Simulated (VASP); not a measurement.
# InSe: single point with PBE+D3(BJ)

The system is InSe, a slab with vacuum.

```
CELL_PARAMETERS angstrom
4.02661 0.00000 0.00000
-2.01331 3.48715 0.00000
0.00000 0.00000 28.27071
ATOMIC_POSITIONS crystal
Se 0.00000 0.00000 0.15918
Se 0.00000 0.00000 0.34967
Se 0.00000 0.44444 0.47382
Se 0.00000 0.44444 0.66432
In 0.66667 0.33333 0.20500
In 0.66667 0.33333 0.30385
In 0.66667 0.77778 0.51965
In 0.66667 0.77778 0.61849
```

This cell differs from its parent crystal: layers slid over each other.

* Program: VASP 6.6.1
* Task: single point
* Functional: PBE
* Dispersion: D3(BJ)
* Potentials or basis: VASP PAW PBE potentials, release 64 (Se, In_d)
* Cutoff: 400 eV
* k mesh: 9 × 9 × 1
* Occupations: gaussian, width 0.05 eV
* Spin: no spin polarisation
* Dipole correction: yes
* Further INCAR settings: ALGO = Normal; EDIFF = 1e-06; NBANDS = 48; NELMDL = -8

The largest force is 0.067 eV/Å. The band gap on the k mesh is 1.20 eV (least direct gap 1.25 eV). The dispersion energy per atom is -0.249 eV.

Forces in eV/Å, atoms in the order of the input:
```
Se   0.000 -0.001 -0.012
Se   0.003 -0.015  0.065
Se  -0.011  0.010 -0.065
Se  -0.001  0.000  0.012
In  -0.001 -0.001  0.014
In   0.005  0.005  0.020
In   0.006  0.002 -0.020
In  -0.001  0.000 -0.014
```

Levels at points of the mesh, in eV from the valence-band top:
```tsv
k point	band 34	band 35	band 36	band 37	band 38	band 39	band 40	band 41	band 42	band 43
(0.00, 0.00, 0.00)	-0.64	-0.62	-0.60	-0.59	-0.04	1.20	1.69	2.58	2.63	4.80
```

Wall time 18 min on 1 thread of Intel Xeon 8259CL, with other jobs on the host, peak memory 0.54 GiB.

Caveat: the cell differs from its parent crystal (layers slid over each other); spin-orbit coupling is left out, which moves the levels of the heavy elements.
